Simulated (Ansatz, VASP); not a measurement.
NaCl: VASP beside Ansatz

```xyz
2
Lattice="0.0000 2.7889 2.7889 2.7889 0.0000 2.7889 2.7889 2.7889 0.0000" Properties=species:S:1:pos:R:3 pbc="T T T"
Na    0.0000    0.0000    0.0000
Cl    2.7889    2.7889    2.7889
```

Alike in both runs: functional PBE; dispersion D3(BJ); k mesh 8 × 8 × 8; occupations gaussian, width 0.02 eV; no spin polarisation.

Ansatz relaxed the structure, and its values are those at the end. VASP's run is a single point on that final structure, the one shown.

```csv
,VASP,Ansatz
version,VASP 6.6.1,Ansatz 0.2.0
potentials or method,"VASP PAW PBE potentials, release 64 (Na_pv, Cl), cutoff 520 eV","scalar-relativistic, plane waves, PAW"
valence electrons in the cell,14,16
```

|  | VASP | Ansatz | Ansatz less VASP |
| --- | --- | --- | --- |
| gap on the k mesh at the Fermi level (eV) | 5.24 | 5.24 | 0.000 |
| least direct gap on the mesh (eV) | 5.24 | 5.24 | 0.000 |
| pressure (GPa) | 0.0 | 0.0 | +0.03 |

VASP's potentials hold 14 valence electrons a cell and Ansatz's 16, so a difference there can come from the potentials and not from the codes.
